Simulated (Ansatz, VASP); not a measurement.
**Ru: VASP beside Ansatz**

```xyz
2
Lattice="0.0000 2.7272 2.7272 2.7272 0.0000 2.7272 2.7272 2.7272 0.0000" Properties=species:S:1:pos:R:3 pbc="T T T"
Ru   -0.6818   -0.6818   -0.6818
Ru    0.6818    0.6818    0.6818
```

Alike in both runs: task single point; functional PBE; k mesh 14 × 14 × 14; occupations fermi-dirac, width 0.05 eV; no spin polarisation.

|  | VASP | Ansatz |
| --- | --- | --- |
| version | VASP 6.6.1 | Ansatz 0.2.0 |
| potentials or method | VASP PAW PBE potentials, release 64 (Ru_pv), cutoff 520 eV | all-electron LAPW, scalar-relativistic |

|  | VASP | Ansatz | Ansatz less VASP |
| --- | --- | --- | --- |
| pressure (GPa) | 0.2 | 0.0 | -0.24 |

Ansatz ran all-electron here, and VASP with PAW potentials.
